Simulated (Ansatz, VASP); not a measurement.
**Two plane-wave programs on SnSe**

```
Sn Se
1.0
     0.00000    3.00165    3.00165
     3.00165    0.00000    3.00165
     3.00165    3.00165    0.00000
Sn Se
1 1
Direct
  0.00000 0.00000 0.00000
  0.50000 0.50000 0.50000
```

Alike in both runs: functional r2SCAN; k mesh 6 × 6 × 6; no spin polarisation.

Ansatz relaxed the structure, and its values are those at the end. VASP's run is a single point on that final structure, the one shown.

|  | VASP | Ansatz |
| --- | --- | --- |
| version | VASP 6.6.1 | Ansatz 0.2.0 |
| potentials or method | VASP PAW PBE potentials, release 64 (Sn_d, Se), cutoff 520 eV | plane waves, PAW |
| occupations | gaussian, width 0.01 eV | fixed |
| valence electrons in the cell | 20 | 30 |

```csv
,VASP,Ansatz,Ansatz less VASP
pressure (GPa),0.0,0.0,-0.01
```

VASP's potentials were made for PBE, not for r2SCAN. VASP's potentials hold 20 valence electrons a cell and Ansatz's 30, so a difference there can come from the potentials and not from the codes.
